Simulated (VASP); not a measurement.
# Sb2As2C (P-3m1) in VASP: further runs

Sb2As2C is run at these levels: PBE; tasks: single point, relaxation of cell and atoms.

Program: VASP 6.6.1. These are calculated values, not measurements. Logs are shortened: lines on timing, memory, paths and dates and some standing lists are left out, and cuts for length are marked.

## 1. The cell of the first run

It takes space group P-3m1 (No. 164, trigonal). The conventional cell has a = 3.289 Å, b = 3.289 Å, c = 10.629 Å, α = 90.00°, β = 90.00°, γ = 120.00°. Within 4.2 Å of Sb (site symmetry 3m) lie 3 As at 3.10 Å and 9 Sb at 3.29 to 3.71 Å and 3 C at 4.18 Å. As (site symmetry 3m) has 3 C at 2.29 Å and 3 Sb at 3.10 Å and 9 As at 3.17 to 3.29 Å within 3.3 Å. C (site symmetry -3m) has 6 As at 2.29 Å within 3.0 Å.

The cell was built from a structure type or drawn by symmetry, and may not be a known phase.

## 2. Single point, PBE

INCAR reads:

```
  PREC = Accurate
  ENCUT = 520
  EDIFF = 1E-6
  ISMEAR = 0
  SIGMA = 0.1
  LREAL = F
  LASPH = T
  NELM = 100
  ALGO = Normal
  ISIF = 2
  LWAVE = F
  LCHARG = T
  GGA = PE
  LELF = T
  LVHAR = T
  NBANDS = 20
```

KPOINTS reads:

```
Automatic mesh
0
Gamma
  12 12 4
```

POSCAR reads:

```
Sb2As2C
1.0
    3.2889646082      0.0000000000      0.0000000000
   -1.6444823041      2.8483269028      0.0000000000
    0.0000000000      0.0000000000     10.6286697100
Sb As C
2 2 1
Direct
    0.6666666667      0.3333333333      0.3502076591
    0.3333333333      0.6666666667      0.6497923409
    0.6666666667      0.3333333333      0.8803171587
    0.3333333333      0.6666666667      0.1196828413
    0.0000000000      0.0000000000      0.0000000000
```

Potentials or basis: VASP PAW PBE potentials, release 64 (Sb, As, C).

The run is started by

```console
$ cat potpaw_PBE.64/Sb/POTCAR potpaw_PBE.64/As/POTCAR potpaw_PBE.64/C/POTCAR > POTCAR
$ mpirun -np 1 vasp_std > vasp.out
```

OUTCAR:

```text
PREC = Accurate
   ENCUT = 520
   EDIFF = 1E-6
   ISMEAR = 0
   LREAL = F
   LASPH = T
   NELM = 100
   ISIF = 2
   GGA = PE

 ion  position               nearest neighbor table
   1  0.667  0.333  0.350-   4 3.10   4 3.10   4 3.10   2 3.71   2 3.71   2 3.71
   2  0.333  0.667  0.650-   3 3.10   3 3.10   3 3.10   1 3.71   1 3.71   1 3.71
   3  0.667  0.333  0.880-   5 2.29   5 2.29   5 2.29   2 3.10   2 3.10   2 3.10
   4  0.333  0.667  0.120-   5 2.29   5 2.29   5 2.29   1 3.10   1 3.10   1 3.10
   5  0.000  0.000  0.000-   3 2.29   4 2.29   4 2.29   3 2.29   3 2.29   4 2.29

  LATTYP: Found a hexagonal cell.
 ALAT       =     3.2889646082
 C/A-ratio  =     3.2316157138

  Lattice vectors:

 A1 = (   3.2889646082,   0.0000000000,   0.0000000000)
 A2 = (  -1.6444823041,   2.8483269028,   0.0000000000)
 A3 = (   0.0000000000,   0.0000000000,  10.6286697100)

Analysis of symmetry for initial positions (statically):
=====================================================================
 Subroutine PRICEL returns:
 Original cell was already a primitive cell.

 Routine SETGRP: Setting up the symmetry group for a
 hexagonal supercell.

 Subroutine GETGRP returns: Found 12 space group operations
 (whereof 12 operations were pure point group operations)
 out of a pool of 24 trial point group operations.

The static configuration has the point symmetry D_3d.

Analysis of symmetry for dynamics (positions and initial velocities):
=====================================================================
 Subroutine PRICEL returns:
 Original cell was already a primitive cell.

 Routine SETGRP: Setting up the symmetry group for a
 hexagonal supercell.

 Subroutine GETGRP returns: Found 12 space group operations
 (whereof 12 operations were pure point group operations)
 out of a pool of 24 trial point group operations.

The dynamic configuration has the point symmetry D_3d.

 Subroutine INISYM returns: Found 12 space group operations
 (whereof 12 operations are pure point group operations),
 and found     1 'primitive' translations

----------------------------------------------------------------------------------------

                                     Primitive cell

  volume of cell :      99.5699

  direct lattice vectors                    reciprocal lattice vectors
     3.288964608  0.000000000  0.000000000     0.304047054  0.175541649  0.000000000
    -1.644482304  2.848326903  0.000000000     0.000000000  0.351083297  0.000000000
     0.000000000  0.000000000 10.628669710     0.000000000  0.000000000  0.094085152

  length of vectors
     3.288964608  3.288964608 10.628669710     0.351083297  0.351083297  0.094085152

  position of ions in fractional coordinates (direct lattice)
     0.666666667  0.333333333  0.350207659
     0.333333333  0.666666667  0.649792341
     0.666666667  0.333333333  0.880317159
     0.333333333  0.666666667  0.119682841
     0.000000000  0.000000000  0.000000000

  ion indices of the primitive-cell ions
   primitive index   ion index
                 1           1
                 2           2
                 3           3
                 4           4
                 5           5

----------------------------------------------------------------------------------------

 KPOINTS: Automatic mesh

Automatic generation of k-mesh.
 Grid dimensions read from file:
 generate k-points for:   12   12    4

 Generating k-lattice:

  Cartesian coordinates                     Fractional coordinates (reciprocal lattice)
     0.025337255  0.014628471  0.000000000     0.083333333  0.000000000  0.000000000
     0.000000000  0.029256941  0.000000000     0.000000000  0.083333333  0.000000000
     0.000000000  0.000000000  0.023521288     0.000000000  0.000000000  0.250000000

  Length of vectors
     0.029256941  0.029256941  0.023521288

  Shift w.r.t. Gamma in fractional coordinates (k-lattice)
     0.000000000  0.000000000  0.000000000

 Subroutine IBZKPT returns following result:
 ===========================================

 Found     69 irreducible k-points:

 Following reciprocal coordinates:
            Coordinates               Weight
  0.000000  0.000000  0.000000      1.000000
  0.083333  0.000000  0.000000      6.000000
  0.166667  0.000000  0.000000      6.000000
  0.250000  0.000000  0.000000      6.000000
  0.333333  0.000000  0.000000      6.000000
  0.416667  0.000000  0.000000      6.000000
[... 16 lines left out ...]
  0.166667  0.000000  0.250000      6.000000
  0.000000  0.166667  0.250000      6.000000
 [... further k-points ...]
   k-points           NKPTS =     69   k-points in BZ     NKDIM =     69   number of bands    NBANDS=     20
   number of dos      NEDOS =    301   number of ions     NIONS =      5
   total plane-waves  NPLWV =  46080
   dimension x,y,z NGX =    24 NGY =   24 NGZ =   80
   dimension x,y,z NGXF=    48 NGYF=   48 NGZF=  160
   ions per type =               2   2   1
   NGX,Y,Z   is equivalent  to a cutoff of  12.13, 12.13, 12.51 a.u.
   NGXF,Y,Z  is equivalent  to a cutoff of  24.26, 24.26, 25.03 a.u.
 SYSTEM =  unknown system
   PREC   = accura    normal or accurate (medium, high low for compatibility)
   ISTART =      0    job   : 0-new  1-cont  2-samecut
   ICHARG =      2    charge: 1-file 2-atom 10-const
   ISPIN  =      1    spin polarized calculation?
   LNONCOLLINEAR =      F non collinear calculations
   LSORBIT =      F    spin-orbit coupling
   LASPH  =      T    aspherical Exc in radial PAW
   ENCUT  =  520.0 eV  38.22 Ry    6.18 a.u.   6.12  6.12 19.76*2*pi/ulx,y,z
   NELM   =    100;   NELMIN=  2; NELMDL= -5     # of ELM steps
   EDIFF  = 0.1E-05   stopping-criterion for ELM
   LREAL  =      F    real-space projection
   EDIFFG = 0.1E-04   stopping-criterion for IOM
   NSW    =      0    number of steps for IOM
   IBRION =     -1    ionic relax: 0-MD 1-quasi-New 2-CG
   NFREE  =      0    steps in history (QN), initial steepest desc. (CG)
   ISIF   =      2    stress and relaxation
   ISYM   =      2    0-nonsym 1-usesym 2-fastsym
   POTIM  = 0.5000    time-step for ionic-motion
   TEBEG  =    0.0;   TEEND  =   0.0 temperature during run
   PSTRESS=    0.0 pullay stress
   NELECT =      24.0000    total number of electrons
   NUPDOWN=      -1.0000    fix difference up-down
   EMIN   =  10.00;   EMAX   =-10.00  energy-range for DOS
   EFERMI =   0.00;   METHOD = LEGACY
   ISMEAR =     0;   SIGMA  =   0.10  broadening in eV -4-tet -1-fermi 0-gaus
   EFERMI_NEDOS =   21; number of points for ismear=-14 and -15
   IALGO  =     38    algorithm
   IMIX   =      4    mixing-type and parameters
     AMIX     =   0.40;   BMIX     =  1.00
     AMIX_MAG =   1.60;   BMIX_MAG =  1.00
  volume/ion in A,a.u.               =      19.91       134.39
  Fermi-wavevector in a.u.,A,eV,Ry     =   1.018832  1.925313 14.123102  1.038019
  Thomas-Fermi vector in A             =   2.152312
   LORBIT       =      0    0 simple, 1 ext, 2 COOP (PROOUT), +10 PAW based schemes
   GGA     = PE    functional components
   LHFCALC =     F    Hartree Fock is set to
   AEXX    =    0.0000 exact exchange contribution
   IVDW    =     0    specifies the selected vdW correction
   LEPSILON=     F    determine dielectric tensor
   LRPA    =     F    only Hartree local field effects (RPA)
 non-spin polarized calculation
 Gauss-broadening in eV      SIGMA  =   0.10
  energy-cutoff  :      520.00
  volume of cell :       99.57
 maximum number of plane-waves:      2708
   NGX = 13   NGY = 13   NGZ = 39

 number of electron      24.0000002 magnetization

 Free energy of the ion-electron system (eV)
  ---------------------------------------------------
  ext. energy  EPLUGINS =         0.00000000
  ---------------------------------------------------
  free energy    TOTEN  =       -22.71898447 eV

  energy without entropy =      -22.70582747  energy(sigma->0) =      -22.71240597

 E-fermi :   7.7095     XC(G=0): -10.5252

 val. band max:        7.6901296881   @ k =  -0.1667   0.5000   0.2500
 cond. band min:       7.7122421010   @ k =   0.4167   0.0833   0.0000
 fundamental gap:      0.0221124129
 Fermi energy:         7.7094739873

 k-point     1 :       0.0000    0.0000    0.0000
  band No.  band energies     occupation
      1      -8.4026      2.00000
      2      -5.5300      2.00000
      3      -4.5264      2.00000
      4      -2.5718      2.00000
      5       0.1063      2.00000
      6       5.0521      2.00000
[... 12 lines left out ...]
     19      13.3198      0.00000
     20      13.3198      0.00000

 k-point     2 :       0.0833    0.0000    0.0000
  band No.  band energies     occupation
      1      -8.2880      2.00000
      2      -5.4152      2.00000
      3      -4.4004      2.00000
      4      -2.4610      2.00000
      5       0.1788      2.00000
      6       4.6021      2.00000
[... 12 lines left out ...]
     19      12.8698      0.00000
     20      13.2303      0.00000

 k-point     3 :       0.1667    0.0000    0.0000
  band No.  band energies     occupation
      1      -7.9456      2.00000
      2      -5.0763      2.00000
      3      -4.0247      2.00000
      4      -2.1377      2.00000
      5       0.3239      2.00000
      6       3.2979      2.00000
[... 12 lines left out ...]
     19      12.5796      0.00000
     20      12.8690      0.00000

 k-point     4 :       0.2500    0.0000    0.0000
  band No.  band energies     occupation
      1      -7.3802      2.00000
      2      -4.5365      2.00000
      3      -3.4102      2.00000
      4      -1.6525      2.00000
      5       0.1556      2.00000
      6       2.3450      2.00000
[... 429 lines left out ...]
 k-point    23 :       0.1667    0.0000    0.2500
  band No.  band energies     occupation
      1      -7.9441      2.00000
      2      -5.1521      2.00000
      3      -3.7720      2.00000
      4      -2.4879      2.00000
      5       0.6939      2.00000
      6       3.2059      2.00000
[... 12 lines left out ...]
     19      12.5154      0.00000
     20      12.6262      0.00000

 k-point    24 :       0.0000    0.1667    0.2500
  band No.  band energies     occupation
      1      -7.9441      2.00000
      2      -5.1511      2.00000
      3      -3.7787      2.00000
      4      -2.4742      2.00000
      5       0.6439      2.00000
      6       3.4646      2.00000
[... 12 lines left out ...]
     19      12.7381      0.00000
     20      12.9928      0.00000

 [... further k-points ...]

------------------------ aborting loop because EDIFF is reached ----------------------------------------

  FORCE on cell =-STRESS in cart. coord.  units (eV):
  Direction    XX          YY          ZZ          XY          YZ          ZX
  --------------------------------------------------------------------------------------
  -------------------------------------------------------------------------------------
  Total        0.0057583      0.0057583      0.0083808      0.0000000      0.0000000      0.0000000
  in kB        0.0926560      0.0926560      0.1348558      0.0000000      0.0000000      0.0000000
  external PRESSURE =       0.1067226 kB  Pullay stress =       0.0000000 kB

 VOLUME and BASIS-vectors are now :
 -----------------------------------------------------------------------------
  energy-cutoff  :      520.00
  volume of cell :       99.57
      direct lattice vectors                 reciprocal lattice vectors
     3.288964608  0.000000000  0.000000000     0.304047054  0.175541649  0.000000000
    -1.644482304  2.848326903  0.000000000     0.000000000  0.351083297  0.000000000
     0.000000000  0.000000000 10.628669710     0.000000000  0.000000000  0.094085152

 POSITION                                       TOTAL-FORCE (eV/Angst)
 -----------------------------------------------------------------------------------
      1.64448      0.94944      3.72224        -0.000000      0.000000      0.000859
     -0.00000      1.89888      6.90643         0.000000      0.000000     -0.000859
      1.64448      0.94944      9.35660        -0.000000      0.000000     -0.026997
     -0.00000      1.89888      1.27207         0.000000      0.000000      0.026997
      0.00000      0.00000      0.00000        -0.000000      0.000000      0.000000
 -----------------------------------------------------------------------------------
    total drift:                                0.000000      0.000000      0.000000

  FREE ENERGIE OF THE ION-ELECTRON SYSTEM (eV)
  ---------------------------------------------------
  free  energy   TOTEN  =       -22.7189844685 eV

  energy  without entropy=      -22.7058274690  energy(sigma->0) =      -22.71240597
```

It took 1.7 min on 1 thread of Intel Xeon Platinum 8488C (Sapphire Rapids), shared host; peak memory 0.3 GiB.

Results:

- Free energy: -22.7190 eV
- Pressure: 0.0 GPa
- Largest force: 0.027 eV/Å
- Band gap on the k mesh: zero (bands 12 and 13 overlap by 3.62 eV)

Forces on the atoms (eV/Å):
```
Sb   0.000  0.000  0.001
Sb   0.000  0.000 -0.001
As   0.000  0.000 -0.027
As   0.000  0.000  0.027
C    0.000  0.000  0.000
```

Caveat: spin-orbit coupling is left out, which moves the levels of the heavy elements; this functional lacks dispersion, which binds the layers, so the pressure and a relaxed spacing across them are unreliable.

(Continued in part 2 of 2.)
